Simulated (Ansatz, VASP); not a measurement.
One calculation of As, two programs

```
CELL_PARAMETERS angstrom
0.00000 3.22634 3.22634
3.22634 0.00000 3.22634
3.22634 3.22634 0.00000
ATOMIC_POSITIONS crystal
As 0.75000 0.75000 0.75000
As 0.25000 0.25000 0.25000
As 0.00000 0.00000 0.00000
```

Alike in both runs: functional PBE; k mesh 12 × 12 × 12; occupations gaussian, width 0.1 eV; no spin polarisation.

Ansatz relaxed the structure, and its values are those at the end. VASP's run is a single point on that final structure, the one shown.

|  | VASP | Ansatz |
| --- | --- | --- |
| version | VASP 6.6.1 | Ansatz 0.2.0 |
| potentials or method | VASP PAW PBE potentials, release 64 (As), cutoff 520 eV | scalar-relativistic, plane waves, PAW |
| valence electrons in the cell | 15 | 45 |

|  | VASP | Ansatz | Ansatz less VASP |
| --- | --- | --- | --- |
| gap on the k mesh at the Fermi level (eV) | none | none | - |
| pressure (GPa) | 0.1 | 0.0 | -0.09 |

A gap of «none» marks a metal or a gap that the smearing closes. VASP's potentials hold 15 valence electrons a cell and Ansatz's 45, so a difference there can come from the potentials and not from the codes.
